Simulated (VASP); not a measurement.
Crystal: Tc.

```
Tc
1.0
     0.00000    1.95000    1.95000
     1.95000    0.00000    1.95000
     1.95000    1.95000    0.00000
Tc
1
Direct
  0.00000 0.00000 0.00000
```

Base run:

- Program: VASP 6.6.1
- Functional: PBEsol
- Potentials or basis: VASP PAW PBE potentials, release 64 (Tc_pv)
- Cutoff: 520 eV
- k mesh: 9 × 9 × 9
- Occupations: fermi-dirac, width 0.1 eV
- Spin: no spin polarisation

Its results: pressure -15.6 GPa.

Question: The run is repeated on the same cell with these changes: functional from PBEsol to LDA; potentials or basis from VASP PAW PBE potentials, release 64 (Tc_pv) to VASP PAW LDA potentials, release 64 (Tc_pv). What comes out?

Answer: Pressure -20.0 GPa.

Caveats: the PAW data sets were made with another functional, which shifts forces and pressure a little (some runs).
